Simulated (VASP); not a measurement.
Wanted: the native input for a VASP 6.6.1 run.

| Property | Result |
| --- | --- |
| Task | dielectric tensor |
| Functional | r2SCAN |
| Potentials or basis | VASP PAW PBE potentials, release 64 (Ga_d, P) |
| Cutoff | 520 eV |
| k mesh | 6 × 6 × 6 |
| Occupations | gaussian, width 0.01 eV |
| Spin | no spin polarisation |
| Dipole correction | no |
| Further INCAR settings | ALGO = Normal; EDIFF = 1e-08 |

The structure of GaP lies in POSCAR:

```
GaP
1.0
    0.0000000000      2.6163833159      2.6163833159
    2.6163833159      0.0000000000      2.6163833159
    2.6163833159      2.6163833159      0.0000000000
Ga P
1 1
Direct
    0.0000000000      0.0000000000      0.0000000000
    0.2500000000      0.2500000000      0.2500000000
```

This cell differs from its parent crystal: strain -4.0%.

These files were run (other wordings do the same):

INCAR

```
SYSTEM = GaP
PREC = Accurate ; ENCUT = 520
EDIFF = 1E-8 ; ISMEAR = 0
SIGMA = 0.01 ; LREAL = .FALSE.
LASPH = .TRUE. ; NELM = 80
ALGO = Normal ; ISIF = 2
LWAVE = .FALSE. ; LCHARG = .FALSE.
METAGGA = R2SCAN ; LMIXTAU = .TRUE.
LCALCEPS = .TRUE.
```

KPOINTS

```
regular mesh
0
G
  6 6 6
  0 0 0
```

Potentials or basis: VASP PAW PBE potentials, release 64 (Ga_d, P).

The run is started by

```bash
$ cat potpaw_PBE.64/Ga_d/POTCAR potpaw_PBE.64/P/POTCAR > POTCAR
$ mpirun -np 1 vasp_std > vasp.out
```

Results of the run:

* Band gap on the k mesh: 1.63 eV (least direct gap 3.44 eV)
* Electronic dielectric tensor (diagonal): 8.66
* Born charges (mean of the diagonal): Ga +1.98; P -1.98 e

Caveat: the cell differs from its parent crystal (strain -4.0%).

Run time: 21 min on 1 thread of Intel(R) Xeon(R) Platinum 8488C (Sapphire Rapids), on a shared host, peak memory 0.27 GiB.
